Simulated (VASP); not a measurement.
# ZrC (Imm2) in VASP: single point with PBE

Aim: the single point of ZrC with PBE.

Program: VASP 6.6.1. These are calculated values, not measurements. Logs are shortened: lines on timing, memory, paths and dates and some standing lists are left out, and cuts for length are marked.

### Step 1. The cell of the first run

The structure is orthorhombic, space group Imm2 (No. 44). The conventional cell has a = 3.324 Å, b = 4.700 Å, c = 3.324 Å, α = 90.00°, β = 90.00°, γ = 90.00°. Zr (site symmetry mm2) has 6 C at 2.07 to 2.67 Å within 2.7 Å. C (site symmetry mm2) has 6 Zr at 2.07 to 2.67 Å within 2.7 Å.

### Step 2. Single point, PBE (atom 1 (Zr) moved by (-0.300, -0.300) A along x and y)

File INCAR:

```
SYSTEM = ZrC
PREC = Accurate
ENCUT = 520
EDIFF = 1E-7
ISMEAR = 0
SIGMA = 0.15
LREAL = .FALSE.
LASPH = .TRUE.
NELM = 60
ALGO = Normal
ISIF = 2
LWAVE = .FALSE.
LCHARG = .FALSE.
GGA = PE
NBANDS = 15
```

File KPOINTS:

```
regular mesh
0
G
  18 18 18
  0 0 0
```

File POSCAR:

```
ZrC
1.0
    0.0000000000      2.3502100000      2.3502100000
    2.3502100000      0.0000000000      2.3502100000
    2.3502100000      2.3502100000      0.0000000000
Zr C
1 1
Direct
    0.5000000000      0.5000000000      0.3723518324
    0.0000000000      0.0000000000      0.0000000000
```

Potentials or basis: VASP PAW PBE potentials, release 64 (Zr_sv, C).

Started as:

```console
cat potpaw_PBE.64/Zr_sv/POTCAR potpaw_PBE.64/C/POTCAR > POTCAR
mpirun -np 1 vasp_std > vasp.out
```

OUTCAR:

```text
SYSTEM = ZrC
   PREC = Accurate
   ENCUT = 520
   EDIFF = 1E-7
   ISMEAR = 0
   LREAL = .FALSE.
   LASPH = .TRUE.
   NELM = 60
   ISIF = 2
   GGA = PE

 ion  position               nearest neighbor table
   1  0.500  0.500  0.372-   2 2.07   2 2.07   2 2.39   2 2.39   2 2.67   2 2.67
   2  0.000  0.000  0.000-   1 2.07   1 2.07   1 2.39   1 2.39   1 2.67   1 2.67

  LATTYP: Found a face centered cubic cell.
 ALAT       =     4.7004200000

  Lattice vectors:

 A1 = (   0.0000000000,   2.3502100000,   2.3502100000)
 A2 = (   2.3502100000,   0.0000000000,   2.3502100000)
 A3 = (   2.3502100000,   2.3502100000,   0.0000000000)

Analysis of symmetry for initial positions (statically):
=====================================================================
 Subroutine PRICEL returns:
 Original cell was already a primitive cell.

 Routine SETGRP: Setting up the symmetry group for a
 face centered cubic supercell.

 Subroutine GETGRP returns: Found  4 space group operations
 (whereof  4 operations were pure point group operations)
 out of a pool of 48 trial point group operations.

The static configuration has the point symmetry C_2v.

Analysis of symmetry for dynamics (positions and initial velocities):
=====================================================================
 Subroutine PRICEL returns:
 Original cell was already a primitive cell.

 Routine SETGRP: Setting up the symmetry group for a
 face centered cubic supercell.

 Subroutine GETGRP returns: Found  4 space group operations
 (whereof  4 operations were pure point group operations)
 out of a pool of 48 trial point group operations.

The dynamic configuration has the point symmetry C_2v.

 Subroutine INISYM returns: Found  4 space group operations
 (whereof  4 operations are pure point group operations),
 and found     1 'primitive' translations

----------------------------------------------------------------------------------------

                                     Primitive cell

  volume of cell :      25.9627

  direct lattice vectors                    reciprocal lattice vectors
     0.000000000  2.350210000  2.350210000    -0.212746946  0.212746946  0.212746946
     2.350210000  0.000000000  2.350210000     0.212746946 -0.212746946  0.212746946
     2.350210000  2.350210000  0.000000000     0.212746946  0.212746946 -0.212746946

  length of vectors
     3.323698856  3.323698856  3.323698856     0.368488520  0.368488520  0.368488520

  position of ions in fractional coordinates (direct lattice)
     0.500000000  0.500000000  0.372351832
     0.000000000  0.000000000  0.000000000

  ion indices of the primitive-cell ions
   primitive index   ion index
                 1           1
                 2           2

[... 88 lines left out ...]
   IALGO  =     38    algorithm
   IMIX   =      4    mixing-type and parameters
     AMIX     =   0.40;   BMIX     =  1.00
     AMIX_MAG =   1.60;   BMIX_MAG =  1.00
  volume/ion in A,a.u.               =      12.98        87.60
  Fermi-wavevector in a.u.,A,eV,Ry     =   1.393151  2.632673 26.407131  1.940869
  Thomas-Fermi vector in A             =   2.516825
   LORBIT       =      0    0 simple, 1 ext, 2 COOP (PROOUT), +10 PAW based schemes
   GGA     = PE    functional components
   LHFCALC =     F    Hartree Fock is set to
   AEXX    =    0.0000 exact exchange contribution
   IVDW    =     0    specifies the selected vdW correction
   LEPSILON=     F    determine dielectric tensor
   LRPA    =     F    only Hartree local field effects (RPA)
 non-spin polarized calculation
 Gauss-broadening in eV      SIGMA  =   0.15
  energy-cutoff  :      520.00
  volume of cell :       25.96
 maximum number of plane-waves:       725
 NGX is ok and might be reduce to    28
   NGX = 13   NGY = 13   NGZ = 13

 number of electron      16.0000000 magnetization

 Free energy of the ion-electron system (eV)
  ---------------------------------------------------
  ext. energy  EPLUGINS =         0.00000000
  ---------------------------------------------------
  free energy    TOTEN  =       -18.81602887 eV

  energy without entropy =      -18.81598708  energy(sigma->0) =      -18.81600798

 E-fermi :   9.8619     XC(G=0): -12.0594

 val. band max:        9.6353041077   @ k =   0.0556  -0.4444   0.5000
 cond. band min:      10.1238614473   @ k =   0.0556   0.3889   0.2778
 fundamental gap:      0.4885573395
 Fermi energy:         9.8619358685

 k-point     1 :       0.0000    0.0000    0.0000
  band No.  band energies     occupation
      1     -38.4398      2.00000
      2     -16.2153      2.00000
      3     -16.1985      2.00000
      4     -16.1811      2.00000
      5      -1.5530      2.00000
      6       8.1803      2.00000
      7       8.5592      2.00000
      8       8.8387      2.00000
      9      10.6273      0.00000
     10      11.9805      0.00000
     11      13.2000      0.00000
     12      14.5478      0.00000
     13      14.9829      0.00000
     14      16.4021      0.00000
[... 401 lines left out ...]
      2     -16.2853      2.00000
      3     -16.2286      2.00000
      4     -16.2001      2.00000
      5      -1.3088      2.00000
      6       7.7199      2.00000
      7       8.3649      2.00000
      8       8.5910      2.00000
      9      10.7013      0.00000
     10      11.9929      0.00000
     11      13.1679      0.00000
     12      14.7202      0.00000
     13      15.7271      0.00000
     14      17.3135      0.00000
     15      20.4751      0.00000

 [... further k-points ...]

------------------------ aborting loop because EDIFF is reached ----------------------------------------

  FORCE on cell =-STRESS in cart. coord.  units (eV):
  Direction    XX          YY          ZZ          XY          YZ          ZX
  --------------------------------------------------------------------------------------
  -------------------------------------------------------------------------------------
  Total        3.8298057      3.8298057     -0.0910735     -1.0300446      0.0000000      0.0000000
  in kB      236.3400491    236.3400491     -5.6202122    -63.5647905      0.0000000      0.0000000
  external PRESSURE =     155.6866287 kB  Pullay stress =       0.0000000 kB

 VOLUME and BASIS-vectors are now :
 -----------------------------------------------------------------------------
  energy-cutoff  :      520.00
  volume of cell :       25.96
      direct lattice vectors                 reciprocal lattice vectors
     0.000000000  2.350210000  2.350210000    -0.212746946  0.212746946  0.212746946
     2.350210000  0.000000000  2.350210000     0.212746946 -0.212746946  0.212746946
     2.350210000  2.350210000  0.000000000     0.212746946  0.212746946 -0.212746946

 POSITION                                       TOTAL-FORCE (eV/Angst)
 -----------------------------------------------------------------------------------
      2.05021      2.05021      2.35021         2.405283      2.405283      0.000000
      0.00000      0.00000      0.00000        -2.405283     -2.405283     -0.000000
 -----------------------------------------------------------------------------------
    total drift:                               -0.000000     -0.000000     -0.000000

  FREE ENERGIE OF THE ION-ELECTRON SYSTEM (eV)
  ---------------------------------------------------
  free  energy   TOTEN  =       -18.8160288742 eV

  energy  without entropy=      -18.8159870785  energy(sigma->0) =      -18.81600798
```

OSZICAR:

```text
N       E                     dE             d eps       ncg     rms          rms(c)
DAV:   1     0.101582807077E+03    0.10158E+03   -0.86352E+03 25998   0.108E+03
DAV:   2    -0.162554011231E+02   -0.11784E+03   -0.11021E+03 33069   0.290E+02
DAV:   3    -0.223963139058E+02   -0.61409E+01   -0.60938E+01 44904   0.564E+01
DAV:   4    -0.225434679249E+02   -0.14715E+00   -0.14710E+00 30017   0.639E+00
DAV:   5    -0.225449710344E+02   -0.15031E-02   -0.15031E-02 35956   0.589E-01    0.240E+01
DAV:   6    -0.188877159226E+02    0.36573E+01   -0.73348E+00 29793   0.239E+01    0.775E+00
DAV:   7    -0.188246497484E+02    0.63066E-01   -0.46827E-01 27903   0.577E+00    0.653E+00
DAV:   8    -0.188270180695E+02   -0.23683E-02   -0.15148E-01 35267   0.336E+00    0.317E+00
DAV:   9    -0.188158318927E+02    0.11186E-01   -0.21839E-02 30444   0.119E+00    0.247E-01
DAV:  10    -0.188160420218E+02   -0.21013E-03   -0.12773E-03 33590   0.360E-01    0.691E-02
DAV:  11    -0.188160310897E+02    0.10932E-04   -0.40333E-05 31159   0.631E-02    0.158E-02
DAV:  12    -0.188160288127E+02    0.22771E-05   -0.38726E-06 35053   0.207E-02    0.541E-03
DAV:  13    -0.188160290618E+02   -0.24910E-06   -0.21564E-07 27325   0.511E-03    0.273E-03
DAV:  14    -0.188160288918E+02    0.16993E-06   -0.29631E-08 18400   0.148E-03    0.343E-04
DAV:  15    -0.188160288742E+02    0.17652E-07   -0.48213E-09 14228   0.669E-04
   1 F= -.18816029E+02 E0= -.18816008E+02  d E =-.417957E-04
```

stdout:

```text
POSCAR found type information on POSCAR ZrC
 POSCAR found :  2 types and       2 ions
 scaLAPACK will be used
 LDA part: xc-table for (Slater+PW92), standard interpolation
 POSCAR, INCAR and KPOINTS ok, starting setup
 FFT: planning ... GRIDC
 FFT: planning ... GRID_SOFT
 FFT: planning ... GRID
 WAVECAR not read
 entering main loop
```

Wall time 8.7 min (1 thread of Intel Xeon 8259CL, shared host); peak memory 0.45 GiB.

Results:

- Free energy: -18.8160 eV
- Pressure: 15.6 GPa
- Largest force: 3.402 eV/Å
- Band gap on the k mesh: 0.49 eV (least direct gap 0.73 eV)

Forces in eV/Å, atoms in the order of the input:
```
Zr   2.405  2.405  0.000
C   -2.405 -2.405  0.000
```

Stress tensor (GPa, compression positive):
```
23.63 -6.36  0.00
-6.36 23.63  0.00
 0.00  0.00 -0.56
```

Levels at points of the mesh, in eV from the valence-band top:
```csv
k point,band 5,band 6,band 7,band 8,band 9,band 10,band 11,band 12
"(0.00, 0.00, 0.00)",-11.19,-1.46,-1.08,-0.80,0.99,2.35,3.56,4.91
"(0.50, 0.00, 0.00)",-8.23,-5.21,-2.66,-2.11,3.82,3.85,5.31,5.43
"(0.00, 0.00, 0.50)",-8.56,-5.01,-3.10,-2.89,4.22,4.29,5.09,6.90
"(0.50, 0.50, 0.00)",-9.96,-3.37,-2.14,-0.57,2.52,5.42,5.58,5.59
"(0.00, 0.50, 0.50)",-9.88,-2.86,-1.85,-0.14,1.35,4.94,5.50,5.58
```

Caveat: the cell differs from its parent crystal (atom 1 (Zr) moved by (-0.300, -0.300) A along x and y); the cell stands under pressure; forces of over 1 eV/Å act on the atoms, so gaps and moduli don't describe the material at rest.
